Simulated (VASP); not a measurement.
Ir: single point with LDA

Ir:

```
CELL_PARAMETERS angstrom
2.62457 0.00000 0.00000
-1.31228 2.27294 0.00000
0.00000 0.00000 4.26053
ATOMIC_POSITIONS crystal
Ir 0.33333 0.66667 0.25000
Ir 0.66667 0.33333 0.75000
```

* Program: VASP 6.6.1
* Task: single point
* Functional: LDA
* Potentials or basis: VASP PAW LDA potentials, release 64 (Ir)
* Cutoff: 520 eV
* k mesh: 9 × 9 × 5
* Occupations: methfessel-paxton, width 0.1 eV
* Spin: no spin polarisation

```yaml
Pressure: 48.9 GPa
Band_gap_on_the_k_mesh: zero (band 9 reaches 13.61 eV, above the bottom of band 10 at 9.90 eV)
```

Stress tensor (GPa, compression positive):
```
49.00  0.00  0.00
 0.00 49.00  0.00
 0.00  0.00 48.85
```

Levels at points of the mesh, in eV from the Fermi level:
```
           k point  band 6  band 7  band 8  band 9  band 10  band 11  band 12  band 13
(0.00, 0.00, 0.00)   -3.70   -3.70   -2.76   -2.76    -0.98     0.39     0.39     8.22
```

It took 7.6 s on 1 thread of Intel(R) Xeon(R) Platinum 8488C (Sapphire Rapids), on a shared host, peak memory 0.13 GiB.

Caveat: spin-orbit coupling is left out, which moves the levels of the heavy elements.
